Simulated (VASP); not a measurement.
A run of VASP 6.6.1:

Contents of INCAR:

```
SYSTEM = Ti
ALGO = Normal ; EDIFF = 1E-7
ENCUT = 520 ; GGA = PS
ISIF = 2 ; ISMEAR = -1
LASPH = .True. ; LCHARG = .True.
LELF = .True. ; LREAL = .False.
LVHAR = .True. ; LWAVE = .False.
NBANDS = 12 ; NELM = 60
PREC = Accurate ; SIGMA = 0.08
```

KPOINTS

```
k-points
0
Gamma
  14 14 14
  0 0 0
```

POSCAR

```
Ti
1.0
    2.5958144861      0.0000000000      0.0000000000
    0.0000000000      2.5958144861      0.0000000000
    0.0000000000      0.0000000000      2.5958144861
Ti
1
Direct
    0.0000000000      0.0000000000      0.0000000000
```

Potentials or basis: VASP PAW PBE potentials, release 64 (Ti_sv).

Run with:

```bash
$ cat potpaw_PBE.64/Ti_sv/POTCAR > POTCAR
$ mpirun -np 1 vasp_std > vasp.out
```

Hardware: 1 thread of AMD EPYC 7R13, on a shared host.

Problem. How long does it take, and how much memory?

Solution. Run time: 39 s on 1 thread of AMD EPYC 7R13, on a shared host, peak memory 0.11 GiB. Counts: scf iterations 13, k points 120.
